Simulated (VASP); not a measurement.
# InP (zincblende type) (F-43m) in VASP: further runs

The runs below take InP (zincblende type) through single point, relaxation of cell and atoms, with PBE.

Program: VASP 6.6.1. These are calculated values, not measurements. Logs are shortened: lines on timing, memory, paths and dates and some standing lists are left out, and cuts for length are marked.

### Step 1. The cell of the first run

The structure is cubic, space group F-43m (No. 216). The conventional cell has a = 5.959 Å, b = 5.959 Å, c = 5.959 Å, α = 90.00°, β = 90.00°, γ = 90.00°. In (site symmetry -43m) has 4 P at 2.58 Å within 3.4 Å. Within 3.4 Å of P (site symmetry -43m) lie 4 In at 2.58 Å.

### Step 2. Single point, PBE

Contents of INCAR:

```
ALGO = Normal ; EDIFF = 1E-6
ENCUT = 520 ; GGA = PE
ISIF = 2 ; ISMEAR = -1
LASPH = True ; LCHARG = True
LELF = True ; LREAL = False
LVHAR = True ; LWAVE = False
NBANDS = 16 ; NELM = 60
PREC = Accurate ; SIGMA = 0.02
```

Contents of KPOINTS:

```
k-points
0
Gamma
  10 10 10
```

Contents of POSCAR:

```
InP
1.0
    0.0000000000      2.9797366563      2.9797366563
    2.9797366563      0.0000000000      2.9797366563
    2.9797366563      2.9797366563      0.0000000000
In P
1 1
Direct
    0.0000000000      0.0000000000      0.0000000000
    0.2500000000      0.2500000000      0.2500000000
```

Potentials or basis: VASP PAW PBE potentials, release 64 (In_d, P).

On the command line:

```bash
$ cat potpaw_PBE.64/In_d/POTCAR potpaw_PBE.64/P/POTCAR > POTCAR
$ mpirun -np 1 vasp_std > vasp.out
```

OUTCAR:

```text
EDIFF = 1E-6
   ENCUT = 520
   GGA = PE
   ISIF = 2
   ISMEAR = -1
   LASPH = True
   LREAL = False
   NELM = 60
   PREC = Accurate

 ion  position               nearest neighbor table
   1  0.000  0.000  0.000-   2 2.58   2 2.58   2 2.58   2 2.58
   2  0.250  0.250  0.250-   1 2.58   1 2.58   1 2.58   1 2.58

  LATTYP: Found a face centered cubic cell.
 ALAT       =     5.9594733126

  Lattice vectors:

 A1 = (   0.0000000000,   2.9797366563,   2.9797366563)
 A2 = (   2.9797366563,   0.0000000000,   2.9797366563)
 A3 = (   2.9797366563,   2.9797366563,   0.0000000000)

Analysis of symmetry for initial positions (statically):
=====================================================================
 Subroutine PRICEL returns:
 Original cell was already a primitive cell.

 Routine SETGRP: Setting up the symmetry group for a
 face centered cubic supercell.

 Subroutine GETGRP returns: Found 24 space group operations
 (whereof 24 operations were pure point group operations)
 out of a pool of 48 trial point group operations.

The static configuration has the point symmetry T_d .

Analysis of symmetry for dynamics (positions and initial velocities):
=====================================================================
 Subroutine PRICEL returns:
 Original cell was already a primitive cell.

 Routine SETGRP: Setting up the symmetry group for a
 face centered cubic supercell.

 Subroutine GETGRP returns: Found 24 space group operations
 (whereof 24 operations were pure point group operations)
 out of a pool of 48 trial point group operations.

The dynamic configuration has the point symmetry T_d .

 Subroutine INISYM returns: Found 24 space group operations
 (whereof 24 operations are pure point group operations),
 and found     1 'primitive' translations

----------------------------------------------------------------------------------------

                                     Primitive cell

  volume of cell :      52.9132

  direct lattice vectors                    reciprocal lattice vectors
     0.000000000  2.979736656  2.979736656    -0.167800063  0.167800063  0.167800063
     2.979736656  0.000000000  2.979736656     0.167800063 -0.167800063  0.167800063
     2.979736656  2.979736656  0.000000000     0.167800063  0.167800063 -0.167800063

  length of vectors
     4.213983992  4.213983992  4.213983992     0.290638235  0.290638235  0.290638235

  position of ions in fractional coordinates (direct lattice)
     0.000000000  0.000000000  0.000000000
     0.250000000  0.250000000  0.250000000

  ion indices of the primitive-cell ions
   primitive index   ion index
                 1           1
                 2           2

----------------------------------------------------------------------------------------

 KPOINTS: k-points

Automatic generation of k-mesh.
 Grid dimensions read from file:
 generate k-points for:   10   10   10

 Generating k-lattice:

  Cartesian coordinates                     Fractional coordinates (reciprocal lattice)
    -0.016780006  0.016780006  0.016780006     0.100000000  0.000000000  0.000000000
     0.016780006 -0.016780006  0.016780006     0.000000000  0.100000000  0.000000000
     0.016780006  0.016780006 -0.016780006     0.000000000  0.000000000  0.100000000

  Length of vectors
     0.029063824  0.029063824  0.029063824

  Shift w.r.t. Gamma in fractional coordinates (k-lattice)
     0.000000000  0.000000000  0.000000000

 Subroutine IBZKPT returns following result:
 ===========================================

 Found     47 irreducible k-points:

 Following reciprocal coordinates:
            Coordinates               Weight
  0.000000  0.000000  0.000000      1.000000
  0.100000  0.000000  0.000000      8.000000
  0.200000  0.000000  0.000000      8.000000
  0.300000  0.000000  0.000000      8.000000
  0.400000  0.000000  0.000000      8.000000
  0.500000  0.000000  0.000000      4.000000
[... 16 lines left out ...]
  0.300000  0.300000  0.000000      6.000000
  0.400000  0.300000  0.000000     24.000000
 [... further k-points ...]
   k-points           NKPTS =     47   k-points in BZ     NKDIM =     47   number of bands    NBANDS=     16
   number of dos      NEDOS =    301   number of ions     NIONS =      2
   total plane-waves  NPLWV =  32768
   dimension x,y,z NGX =    32 NGY =   32 NGZ =   32
   dimension x,y,z NGXF=    64 NGYF=   64 NGZF=   64
   ions per type =               1   1
   NGX,Y,Z   is equivalent  to a cutoff of  12.62, 12.62, 12.62 a.u.
   NGXF,Y,Z  is equivalent  to a cutoff of  25.25, 25.25, 25.25 a.u.
 SYSTEM =  unknown system
   PREC   = accura    normal or accurate (medium, high low for compatibility)
   ISTART =      0    job   : 0-new  1-cont  2-samecut
   ICHARG =      2    charge: 1-file 2-atom 10-const
   ISPIN  =      1    spin polarized calculation?
   LNONCOLLINEAR =      F non collinear calculations
   LSORBIT =      F    spin-orbit coupling
   LASPH  =      T    aspherical Exc in radial PAW
   ENCUT  =  520.0 eV  38.22 Ry    6.18 a.u.   7.84  7.84  7.84*2*pi/ulx,y,z
   NELM   =     60;   NELMIN=  2; NELMDL= -5     # of ELM steps
   EDIFF  = 0.1E-05   stopping-criterion for ELM
   LREAL  =      F    real-space projection
   EDIFFG = 0.1E-04   stopping-criterion for IOM
   NSW    =      0    number of steps for IOM
   IBRION =     -1    ionic relax: 0-MD 1-quasi-New 2-CG
   NFREE  =      0    steps in history (QN), initial steepest desc. (CG)
   ISIF   =      2    stress and relaxation
   ISYM   =      2    0-nonsym 1-usesym 2-fastsym
   POTIM  = 0.5000    time-step for ionic-motion
   TEBEG  =    0.0;   TEEND  =   0.0 temperature during run
   PSTRESS=    0.0 pullay stress
   NELECT =      18.0000    total number of electrons
   NUPDOWN=      -1.0000    fix difference up-down
   EMIN   =  10.00;   EMAX   =-10.00  energy-range for DOS
   EFERMI =   0.00;   METHOD = LEGACY
   ISMEAR =    -1;   SIGMA  =   0.02  broadening in eV -4-tet -1-fermi 0-gaus
   EFERMI_NEDOS =   21; number of points for ismear=-14 and -15
   IALGO  =     38    algorithm
   IMIX   =      4    mixing-type and parameters
     AMIX     =   0.40;   BMIX     =  1.00
     AMIX_MAG =   1.60;   BMIX_MAG =  1.00
  volume/ion in A,a.u.               =      26.46       178.54
  Fermi-wavevector in a.u.,A,eV,Ry     =   1.142820  2.159616 17.769716  1.306037
  Thomas-Fermi vector in A             =   2.279517
   LORBIT       =      0    0 simple, 1 ext, 2 COOP (PROOUT), +10 PAW based schemes
   GGA     = PE    functional components
   LHFCALC =     F    Hartree Fock is set to
   AEXX    =    0.0000 exact exchange contribution
   IVDW    =     0    specifies the selected vdW correction
   LEPSILON=     F    determine dielectric tensor
   LRPA    =     F    only Hartree local field effects (RPA)
 non-spin polarized calculation
  energy-cutoff  :      520.00
  volume of cell :       52.91
 maximum number of plane-waves:      1458
   NGX = 15   NGY = 15   NGZ = 15

 number of electron      18.0000005 magnetization

 Free energy of the ion-electron system (eV)
  ---------------------------------------------------
  ext. energy  EPLUGINS =         0.00000000
  ---------------------------------------------------
  free energy    TOTEN  =        -8.40801560 eV

  energy without entropy =       -8.40801557  energy(sigma->0) =       -8.40801559

 E-fermi :   4.8869     XC(G=0):  -9.0637

 val. band max:        4.6560244126   @ k =   0.0000   0.0000   0.0000
 cond. band min:       5.0953520258   @ k =   0.0000   0.0000   0.0000
 fundamental gap:      0.4393276132
 Fermi energy:         4.8868982827

 k-point     1 :       0.0000    0.0000    0.0000
  band No.  band energies     occupation
      1      -9.4383      2.00000
      2      -9.4383      2.00000
      3      -9.4383      2.00000
      4      -9.3097      2.00000
      5      -9.3097      2.00000
      6      -6.5306      2.00000
[... 8 lines left out ...]
     15      14.0254      0.00000
     16      14.0254      0.00000

 k-point     2 :       0.1000    0.0000    0.0000
  band No.  band energies     occupation
      1      -9.4482      2.00000
      2      -9.4342      2.00000
      3      -9.4342      2.00000
      4      -9.3097      2.00000
      5      -9.3097      2.00000
      6      -6.4248      2.00000
[... 8 lines left out ...]
     15      13.5621      0.00000
     16      13.5621      0.00000

 k-point     3 :       0.2000    0.0000    0.0000
  band No.  band energies     occupation
      1      -9.4734      2.00000
      2      -9.4242      2.00000
      3      -9.4242      2.00000
      4      -9.3087      2.00000
      5      -9.3087      2.00000
      6      -6.1208      2.00000
[... 8 lines left out ...]
     15      13.1599      0.00000
     16      13.9054      0.00000

 k-point     4 :       0.3000    0.0000    0.0000
  band No.  band energies     occupation
      1      -9.5034      2.00000
      2      -9.4138      2.00000
      3      -9.4138      2.00000
      4      -9.3054      2.00000
      5      -9.3054      2.00000
      6      -5.6686      2.00000
[... 8 lines left out ...]
     15      13.4289      0.00000
     16      13.5044      0.00000

 k-point     5 :       0.4000    0.0000    0.0000
  band No.  band energies     occupation
      1      -9.5267      2.00000
      2      -9.4074      2.00000
      3      -9.4074      2.00000
      4      -9.3007      2.00000
      5      -9.3007      2.00000
      6      -5.1941      2.00000
[... 8 lines left out ...]
     15      14.3510      0.00000
     16      14.3510      0.00000

 k-point     6 :       0.5000    0.0000    0.0000
  band No.  band energies     occupation
      1      -9.5355      2.00000
      2      -9.4055      2.00000
      3      -9.4055      2.00000
      4      -9.2983      2.00000
      5      -9.2983      2.00000
      6      -4.9662      2.00000
[... 8 lines left out ...]
     15      15.1767      0.00000
     16      15.1767      0.00000

 k-point     7 :       0.1000    0.1000    0.0000
  band No.  band energies     occupation
      1      -9.4560      2.00000
      2      -9.4302      2.00000
      3      -9.4302      2.00000
      4      -9.3129      2.00000
      5      -9.3069      2.00000
      6      -6.3896      2.00000
[... 8 lines left out ...]
     15      13.7872      0.00000
     16      14.1180      0.00000

 k-point     8 :       0.2000    0.1000    0.0000
  band No.  band energies     occupation
      1      -9.4770      2.00000
      2      -9.4218      2.00000
      3      -9.4200      2.00000
      4      -9.3154      2.00000
      5      -9.3041      2.00000
      6      -6.1517      2.00000
[... 8 lines left out ...]
     15      13.9261      0.00000
     16      14.5678      0.00000

 k-point     9 :       0.3000    0.1000    0.0000
  band No.  band energies     occupation
      1      -9.5030      2.00000
      2      -9.4130      2.00000
      3      -9.4090      2.00000
      4      -9.3149      2.00000
      5      -9.3006      2.00000
      6      -5.7460      2.00000
[... 8 lines left out ...]
     15      14.0171      0.00000
     16      14.3598      0.00000
[... 172 lines left out ...]
 k-point    19 :       0.5000    0.2000    0.0000
  band No.  band energies     occupation
      1      -9.5476      2.00000
      2      -9.3942      2.00000
      3      -9.3847      2.00000
      4      -9.3179      2.00000
      5      -9.2943      2.00000
      6      -4.8071      2.00000
[... 8 lines left out ...]
     15      15.2551      0.00000
     16      15.8793      0.00000

 k-point    20 :      -0.4000    0.2000    0.0000
  band No.  band energies     occupation
      1      -9.5448      2.00000
      2      -9.3967      2.00000
      3      -9.3870      2.00000
      4      -9.3100      2.00000
      5      -9.3009      2.00000
      6      -4.7429      2.00000
[... 8 lines left out ...]
     15      14.0396      0.00000
     16      15.6791      0.00000

 k-point    21 :      -0.3000    0.2000    0.0000
  band No.  band energies     occupation
      1      -9.5320      2.00000
      2      -9.4002      2.00000
      3      -9.3947      2.00000
      4      -9.3091      2.00000
      5      -9.3044      2.00000
      6      -5.0628      2.00000
[... 8 lines left out ...]
     15      14.7217      0.00000
     16      15.9551      0.00000

 k-point    22 :      -0.2000    0.2000    0.0000
  band No.  band energies     occupation
      1      -9.5124      2.00000
      2      -9.4071      2.00000
      3      -9.4054      2.00000
      4      -9.3134      2.00000
      5      -9.3025      2.00000
      6      -5.5144      2.00000
[... 8 lines left out ...]
     15      14.7283      0.00000
     16      15.7365      0.00000

 k-point    23 :       0.3000    0.3000    0.0000
  band No.  band energies     occupation
      1      -9.5460      2.00000
      2      -9.3818      2.00000
      3      -9.3818      2.00000
      4      -9.3352      2.00000
      5      -9.2905      2.00000
      6      -5.3774      2.00000
[... 8 lines left out ...]
     15      14.7832      0.00000
     16      17.2430      0.00000

 k-point    24 :       0.4000    0.3000    0.0000
  band No.  band energies     occupation
      1      -9.5626      2.00000
      2      -9.3740      2.00000
      3      -9.3713      2.00000
      4      -9.3380      2.00000
      5      -9.2874      2.00000
      6      -4.9973      2.00000
[... 8 lines left out ...]
     15      15.1861      0.00000
     16      17.0927      0.00000

 [... further k-points ...]

------------------------ aborting loop because EDIFF is reached ----------------------------------------

  FORCE on cell =-STRESS in cart. coord.  units (eV):
  Direction    XX          YY          ZZ          XY          YZ          ZX
  --------------------------------------------------------------------------------------
  -------------------------------------------------------------------------------------
  Total       -0.0169046     -0.0169046     -0.0169046      0.0000000      0.0000000      0.0000000
  in kB       -0.5118617     -0.5118617     -0.5118617      0.0000000      0.0000000      0.0000000
  external PRESSURE =      -0.5118617 kB  Pullay stress =       0.0000000 kB

 VOLUME and BASIS-vectors are now :
 -----------------------------------------------------------------------------
  energy-cutoff  :      520.00
  volume of cell :       52.91
      direct lattice vectors                 reciprocal lattice vectors
     0.000000000  2.979736656  2.979736656    -0.167800063  0.167800063  0.167800063
     2.979736656  0.000000000  2.979736656     0.167800063 -0.167800063  0.167800063
     2.979736656  2.979736656  0.000000000     0.167800063  0.167800063 -0.167800063

 POSITION                                       TOTAL-FORCE (eV/Angst)
 -----------------------------------------------------------------------------------
      0.00000      0.00000      0.00000         0.000000     -0.000000      0.000000
      1.48987      1.48987      1.48987        -0.000000      0.000000     -0.000000
 -----------------------------------------------------------------------------------
    total drift:                               -0.000000     -0.000000     -0.000000

  FREE ENERGIE OF THE ION-ELECTRON SYSTEM (eV)
  ---------------------------------------------------
  free  energy   TOTEN  =        -8.4080156021 eV

  energy  without entropy=       -8.4080155734  energy(sigma->0) =       -8.40801559
```

Wall time 14 s (1 thread of Intel Xeon 6975P-C (Granite Rapids), shared host); peak memory 0.19 GiB.

Results:

* Free energy: -8.4080 eV
* Pressure: -0.1 GPa
* Band gap on the k mesh: 0.44 eV, direct

Caveat: spin-orbit coupling is left out, which moves the levels of the heavy elements. As with any semilocal functional, this PBE gap is likely too small.

### Step 3. Single point, PBE

This run uses another cell than the first one: it holds 4 atoms, not 2.

Contents of INCAR:

```
SYSTEM = InP
ALGO = Normal ; EDIFF = 1E-6
ENCUT = 520 ; GGA = PE
ISIF = 2 ; ISMEAR = -1
LASPH = .True. ; LCHARG = .True.
LELF = .True. ; LREAL = .False.
LVHAR = .True. ; LWAVE = .False.
NBANDS = 26 ; NELM = 80
PREC = Accurate ; SIGMA = 0.02
```

Contents of KPOINTS:

```
k-points
0
Gamma
  6 5 6
  0 0 0
```

Contents of POSCAR:

```
InP
1.0
   -2.9797366563      2.9797366563      0.0000000000
    0.0000000000      0.0000000000      5.9594733127
    2.9797366563      2.9797366563      0.0000000000
In P
2 2
Direct
    0.0000000000      0.0000000000      0.0000000000
    0.5000000000      0.5000000000      0.5000000000
    0.0000000000      0.2500000000      0.5000000000
    0.5000000000      0.7500000000      0.0000000000
```

Potentials or basis: VASP PAW PBE potentials, release 64 (In_d, P).

On the command line:

```bash
$ cat potpaw_PBE.64/In_d/POTCAR potpaw_PBE.64/P/POTCAR > POTCAR
$ mpirun -np 1 vasp_std > vasp.out
```

Wall time 29 s (1 thread of Intel Xeon 6975P-C (Granite Rapids), shared host); peak memory 0.24 GiB.

Results (log left out):

```
Free energy            : -16.8077 eV
Pressure               : -0.1 GPa
Band gap on the k mesh : 0.44 eV
```

Levels at points of the mesh, in eV from the valence-band top:
```tsv
k point	band 15	band 16	band 17	band 18	band 19	band 20	band 21	band 22
(0.00, 0.00, 0.00)	-2.16	0.00	0.00	0.00	0.44	1.84	2.26	4.09
(0.50, 0.00, 0.00)	-2.63	-2.63	-0.95	-0.95	2.88	2.88	4.99	4.99
(0.50, 0.00, 0.50)	-2.16	-2.16	-2.16	-2.16	1.84	1.84	2.26	2.26
```

Caveat: spin-orbit coupling is left out, which moves the levels of the heavy elements.

### Step 4. Relaxation of cell and atoms, PBE

This run uses another cell than the first one, of 26.16 Å³/atom, 0.989 times its volume.

Contents of INCAR:

```
SYSTEM = InP
  PREC = Accurate
  ENCUT = 600
  EDIFF = 1E-6
  ISMEAR = -1
  SIGMA = 0.02
  LREAL = .False.
  LASPH = .True.
  NELM = 60
  ALGO = Normal
  ISIF = 3
  LWAVE = .False.
  LCHARG = .False.
  GGA = PE
  IBRION = 2
  NSW = 60
  EDIFFG = -0.005
```

Contents of KPOINTS:

```
regular mesh
0
Gamma
  10 10 10
  0 0 0
```

Contents of POSCAR:

```
InP
1.0
    0.0000000000      2.9685087443      2.9685087443
    2.9685087443      0.0000000000      2.9685087443
    2.9685087443      2.9685087443      0.0000000000
In P
1 1
Direct
    0.0000000000      0.0000000000      0.0000000000
    0.2500000000      0.2500000000      0.2500000000
```

On the command line:

```bash
$ cat potpaw_PBE.64/In_d/POTCAR potpaw_PBE.64/P/POTCAR > POTCAR
$ mpirun -np 1 vasp_std > vasp.out
```

Wall time 40 s (1 thread of Intel Xeon 6975P-C (Granite Rapids), shared host); peak memory 0.23 GiB.

Results (log left out):

- Free energy: -8.4080 eV
- Relaxed volume: 26.45 Å³/atom
- Relaxed cell: a = 4.214 Å, b = 4.214 Å, c = 4.214 Å, α = 60.00°, β = 60.00°, γ = 60.00°
- Space group after relaxing (to 0.05 Å): F-43m (No. 216)
- Energy gained by relaxing: 0.6 meV/atom
- Ionic steps: 3
- Pressure after relaxing: 0.0 GPa
- Band gap on the k mesh: 0.44 eV, direct

The path:
```csv
step,energy change (eV),largest force (eV/Å),pressure (GPa),volume (Å³)
1,0.0000,0.0000,0.66,52.32
2,-0.0010,0.0000,-0.28,53.14
3,-0.0012,0.0000,-0.01,52.90
```

Final structure:
```
In P
1.0
     0.00000    2.97942    2.97942
     2.97942    0.00000    2.97942
     2.97942    2.97942    0.00000
In P
1 1
Direct
  0.00000 0.00000 0.00000
  0.25000 0.25000 0.25000
```

Levels at points of the mesh, in eV from the valence-band top:
| k point | band 5 | band 6 | band 7 | band 8 | band 9 | band 10 | band 11 | band 12 | band 13 |
| --- | --- | --- | --- | --- | --- | --- | --- | --- | --- |
| (0.00, 0.00, 0.00) | -13.97 | -11.19 | 0.00 | 0.00 | 0.00 | 0.44 | 4.09 | 4.09 | 4.09 |
| (0.50, 0.00, 0.00) | -13.96 | -9.62 | -5.47 | -0.90 | -0.90 | 1.38 | 4.80 | 4.80 | 6.99 |
| (0.50, 0.50, 0.00) | -13.94 | -9.03 | -5.54 | -2.16 | -2.16 | 1.85 | 2.26 | 8.91 | 9.26 |

Caveat: spin-orbit coupling is left out, which moves the levels of the heavy elements.

### Step 5. Summary

| task | cell | k mesh | cutoff (eV) | gap on the mesh (eV) | pressure (GPa) |
| --- | --- | --- | --- | --- | --- |
| single point | a = 4.214 Å, angles 60.0°, 2 atoms | 10 × 10 × 10 | 520 | 0.44 | -0.1 |
| single point | a = 4.214, b = 5.959 Å, 4 atoms | 6 × 5 × 6 | 520 | 0.44 | -0.1 |
| relaxation of cell and atoms | relaxed from a = 4.198 Å, angles 60.0°, 2 atoms | 10 × 10 × 10 | 600 | 0.44 | 0.0 |

Alike in all rows: level PBE; potentials or basis VASP PAW PBE potentials, release 64 (In_d, P); no spin polarisation; smearing fermi-dirac 0.02 eV.

Caveats: spin-orbit coupling is left out, which moves the levels of the heavy elements.

Total energies depend on the potentials used, so only differences within one code and one set of settings carry meaning.
